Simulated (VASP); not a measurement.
# Re (P6/mmm) in VASP: notebook, part 2 of 2

VASP 6.6.1. The steps go on from the part before.

**3. Single point, revPBE (14.71 Å³/atom)**

This run uses another cell than the first one, of 14.71 Å³/atom.

INCAR

```
ALGO = Normal
EDIFF = 1E-6
ENCUT = 500
GGA = RE
GGA_COMPAT = F
ISIF = 2
ISMEAR = -1
LASPH = T
LCHARG = F
LREAL = F
LWAVE = F
NBANDS = 30
NELM = 120
PREC = Accurate
SIGMA = 0.1
```

KPOINTS

```
k-points
0
Gamma
  9 9 13
```

POSCAR

```
Re
1.0
    4.3320091951      0.0000000000      0.0000000000
   -2.1660045975      3.7516300124      0.0000000000
    0.0000000000      0.0000000000      2.7147834624
Re
3
Direct
    0.0000000000      0.0000000000      1.0000000000
    0.3333333333      0.6666666667      0.5000000000
    0.6666666667      0.3333333333      0.5000000000
```

Potentials or basis: VASP PAW PBE potentials, release 64 (Re_sv_GW).

Started as:

```console
$ cat potpaw_PBE.64/Re_sv_GW/POTCAR > POTCAR
$ mpirun -np 1 vasp_std > vasp.out
```

OUTCAR:

```text
EDIFF = 1E-6
   ENCUT = 500
   GGA = RE
   ISIF = 2
   ISMEAR = -1
   LASPH = T
   LREAL = F
   NELM = 120
   PREC = Accurate

 ion  position               nearest neighbor table
   1  0.000  0.000  0.000-   2 2.85   3 2.85   2 2.85   3 2.85   2 2.85   2 2.85   3 2.85   3 2.85
                             3 2.85   3 2.85   2 2.85   2 2.85
   2  0.333  0.667  0.500-   3 2.50   3 2.50   3 2.50   1 2.85   1 2.85   1 2.85   1 2.85   1 2.85
                             1 2.85
   3  0.667  0.333  0.500-   2 2.50   2 2.50   2 2.50   1 2.85   1 2.85   1 2.85   1 2.85   1 2.85
                             1 2.85

  LATTYP: Found a hexagonal cell.
 ALAT       =     4.3320091951
 C/A-ratio  =     0.6266799862

  Lattice vectors:

 A1 = (   4.3320091951,   0.0000000000,   0.0000000000)
 A2 = (  -2.1660045975,   3.7516300124,   0.0000000000)
 A3 = (   0.0000000000,   0.0000000000,   2.7147834624)

Analysis of symmetry for initial positions (statically):
=====================================================================
 Subroutine PRICEL returns:
 Original cell was already a primitive cell.

 Routine SETGRP: Setting up the symmetry group for a
 hexagonal supercell.

 Subroutine GETGRP returns: Found 24 space group operations
 (whereof 24 operations were pure point group operations)
 out of a pool of 24 trial point group operations.

The static configuration has the point symmetry D_6h.

Analysis of symmetry for dynamics (positions and initial velocities):
=====================================================================
 Subroutine PRICEL returns:
 Original cell was already a primitive cell.

 Routine SETGRP: Setting up the symmetry group for a
 hexagonal supercell.

 Subroutine GETGRP returns: Found 24 space group operations
 (whereof 24 operations were pure point group operations)
 out of a pool of 24 trial point group operations.
[... 117 lines left out ...]
   EFERMI =   0.00;   METHOD = LEGACY
   ISMEAR =    -1;   SIGMA  =   0.10  broadening in eV -4-tet -1-fermi 0-gaus
   EFERMI_NEDOS =   21; number of points for ismear=-14 and -15
   IALGO  =     38    algorithm
   IMIX   =      4    mixing-type and parameters
     AMIX     =   0.40;   BMIX     =  1.00
     AMIX_MAG =   1.60;   BMIX_MAG =  1.00
  volume/ion in A,a.u.               =      14.71        99.25
  Fermi-wavevector in a.u.,A,eV,Ry     =   1.647900  3.114079 36.947626  2.715574
  Thomas-Fermi vector in A             =   2.737280
   LORBIT       =      0    0 simple, 1 ext, 2 COOP (PROOUT), +10 PAW based schemes
   GGA     = RE    functional components
   LHFCALC =     F    Hartree Fock is set to
   AEXX    =    0.0000 exact exchange contribution
   IVDW    =     0    specifies the selected vdW correction
   LEPSILON=     F    determine dielectric tensor
   LRPA    =     F    only Hartree local field effects (RPA)
 non-spin polarized calculation
  energy-cutoff  :      500.00
  volume of cell :       44.12
 maximum number of plane-waves:      1138
 NGX is ok and might be reduce to    32
   NGX = 15   NGY = 15   NGZ =  9

 number of electron      44.9999998 magnetization

 Free energy of the ion-electron system (eV)
  ---------------------------------------------------
  ext. energy  EPLUGINS =         0.00000000
  ---------------------------------------------------
  free energy    TOTEN  =       -40.04184868 eV

  energy without entropy =      -39.97155402  energy(sigma->0) =      -40.00670135

 E-fermi :  13.1793     XC(G=0): -14.1737

 val. band max:       13.1725420112   @ k =   0.0000   0.0000   0.1538
 cond. band min:      13.1801004163   @ k =   0.3333   0.1111   0.3846
 fundamental gap:      0.0075584051
 Fermi energy:        13.1792693791

 k-point     1 :       0.0000    0.0000    0.0000
  band No.  band energies     occupation
      1     -66.7362      2.00000
      2     -66.6249      2.00000
      3     -66.5071      2.00000
      4     -29.0326      2.00000
      5     -29.0326      2.00000
      6     -28.6768      2.00000
[... 781 lines left out ...]
     29      16.8214      0.00000
     30      17.4116      0.00000

 [... further k-points ...]

------------------------ aborting loop because EDIFF is reached ----------------------------------------

  FORCE on cell =-STRESS in cart. coord.  units (eV):
  Direction    XX          YY          ZZ          XY          YZ          ZX
  --------------------------------------------------------------------------------------
  -------------------------------------------------------------------------------------
  Total        3.6671053      3.6671053      2.8916150      0.0000000      0.0000000     -0.0000000
  in kB      133.1647847    133.1647847    105.0041562      0.0000000      0.0000000     -0.0000000
  external PRESSURE =     123.7779085 kB  Pullay stress =       0.0000000 kB

 VOLUME and BASIS-vectors are now :
 -----------------------------------------------------------------------------
  energy-cutoff  :      500.00
  volume of cell :       44.12
      direct lattice vectors                 reciprocal lattice vectors
     4.332009195  0.000000000  0.000000000     0.230839769  0.133275403  0.000000000
    -2.166004598  3.751630012  0.000000000     0.000000000  0.266550805  0.000000000
     0.000000000  0.000000000  2.714783462     0.000000000  0.000000000  0.368353504

 POSITION                                       TOTAL-FORCE (eV/Angst)
 -----------------------------------------------------------------------------------
      0.00000      0.00000      0.00000         0.000000      0.000000      0.000000
     -0.00000      2.50109      1.35739         0.000000      0.000000      0.000000
      2.16600      1.25054      1.35739        -0.000000      0.000000     -0.000000
 -----------------------------------------------------------------------------------
    total drift:                               -0.000000      0.000000      0.000000

  FREE ENERGIE OF THE ION-ELECTRON SYSTEM (eV)
  ---------------------------------------------------
  free  energy   TOTEN  =       -40.0418486782 eV

  energy  without entropy=      -39.9715540239  energy(sigma->0) =      -40.00670135
```

OSZICAR:

```text
N       E                     dE             d eps       ncg     rms          rms(c)
DAV:   1     0.427094201746E+03    0.42709E+03   -0.29981E+04  5192   0.153E+03
DAV:   2    -0.231283043934E+02   -0.45022E+03   -0.43449E+03  6310   0.453E+02
DAV:   3    -0.425731857065E+02   -0.19445E+02   -0.19052E+02  5992   0.869E+01
DAV:   4    -0.428100163724E+02   -0.23683E+00   -0.23660E+00  5744   0.960E+00
DAV:   5    -0.428124697280E+02   -0.24534E-02   -0.24528E-02  6004   0.847E-01    0.148E+02
DAV:   6    -0.404590098931E+02    0.23535E+01   -0.42300E+00  5392   0.128E+01    0.827E+01
DAV:   7    -0.403893174944E+02    0.69692E-01   -0.39245E+00  5564   0.125E+01    0.151E+01
DAV:   8    -0.400922473741E+02    0.29707E+00   -0.12609E+00  5424   0.633E+00    0.629E+00
DAV:   9    -0.400413286034E+02    0.50919E-01   -0.21235E-01  5396   0.322E+00    0.183E+00
DAV:  10    -0.400426223935E+02   -0.12938E-02   -0.95532E-03  5684   0.631E-01    0.805E-01
DAV:  11    -0.400418143461E+02    0.80805E-03   -0.25463E-03  5604   0.390E-01    0.440E-01
DAV:  12    -0.400418486654E+02   -0.34319E-04   -0.16508E-04  5538   0.106E-01    0.105E-01
DAV:  13    -0.400418486782E+02   -0.12757E-07   -0.15006E-06  4792   0.775E-03
   1 F= -.40041849E+02 E0= -.40006701E+02  d E =-.702947E-01
```

It took 35 s on 1 thread of Intel Xeon 6975P-C (Granite Rapids), shared host; peak memory 0.2 GiB.

What came out:

* Free energy: -40.0418 eV
* Pressure: 12.4 GPa
* Band gap on the k mesh: zero (an odd number of electrons rules out a gap without spin polarisation)

Caveat: the cell stands under pressure; the PAW data sets were made with another functional, which shifts forces and pressure a little; spin-orbit coupling is left out, which moves the levels of the heavy elements.

**4. Single point, revPBE (13.48 Å³/atom)**

This run uses another cell than the first one, of 13.48 Å³/atom.

INCAR

```
SYSTEM = Re
ALGO = Normal
EDIFF = 1E-6
ENCUT = 500
GGA = RE
GGA_COMPAT = .FALSE.
ISIF = 2
ISMEAR = -1
LASPH = .TRUE.
LCHARG = .FALSE.
LREAL = .FALSE.
LWAVE = .FALSE.
NBANDS = 30
NELM = 120
PREC = Accurate
SIGMA = 0.1
```

KPOINTS

```
k-points
0
G
  9 9 13
  0 0 0
```

POSCAR

```
Re
1.0
    4.2081690975      0.0000000000      0.0000000000
   -2.1040845488      3.6443813419      0.0000000000
    0.0000000000      0.0000000000      2.6371753517
Re
3
Direct
    0.0000000000      0.0000000000      1.0000000000
    0.3333333333      0.6666666667      0.5000000000
    0.6666666667      0.3333333333      0.5000000000
```

Started as:

```console
$ cat potpaw_PBE.64/Re_sv_GW/POTCAR > POTCAR
$ mpirun -np 1 vasp_std > vasp.out
```

It took 1.8 min on 1 thread of AMD EPYC 7R43 (Zen 3), shared host; peak memory 0.17 GiB.

Results (log left out):

```yaml
Free_energy: -39.2413 eV
Pressure: 54.6 GPa
Band_gap_on_the_k_mesh: zero (an odd number of electrons rules out a gap without spin polarisation)
```

Stress tensor (GPa, compression positive):
```
57.15  0.00  0.00
 0.00 57.15  0.00
 0.00  0.00 49.37
```

Levels at points of the mesh, in eV from the Fermi level:
```tsv
k point	band 20	band 21	band 22	band 23	band 24	band 25
(0.00, 0.00, 0.00)	-2.18	-0.96	-0.96	-0.04	-0.04	0.03
```

Caveat: the cell stands under pressure; the PAW data sets were made with another functional, which shifts forces and pressure a little; spin-orbit coupling is left out, which moves the levels of the heavy elements.

**5. Summary**

| cell | k mesh | gap on the mesh (eV) | pressure (GPa) |
| --- | --- | --- | --- |
| a = 4.391, b = 4.391, c = 2.752 Å, angles 90.0, 90.0, 120.0°, 3 atoms | 8 × 8 × 12 | none | -2.7 |
| a = 4.332, b = 4.332, c = 2.715 Å, angles 90.0, 90.0, 120.0°, 3 atoms | 9 × 9 × 13 | none | 12.4 |
| a = 4.208, b = 4.208, c = 2.637 Å, angles 90.0, 90.0, 120.0°, 3 atoms | 9 × 9 × 13 | none | 54.6 |

Alike in all rows: task single point; level revPBE; potentials or basis VASP PAW PBE potentials, release 64 (Re_sv_GW); no spin polarisation; cutoff (eV) 500; smearing fermi-dirac 0.1 eV.

Caveats: the PAW data sets were made with another functional, which shifts forces and pressure a little; spin-orbit coupling is left out, which moves the levels of the heavy elements; the cell stands under pressure (at least some runs).

Absolute energies hang on the potentials; compare differences alone.
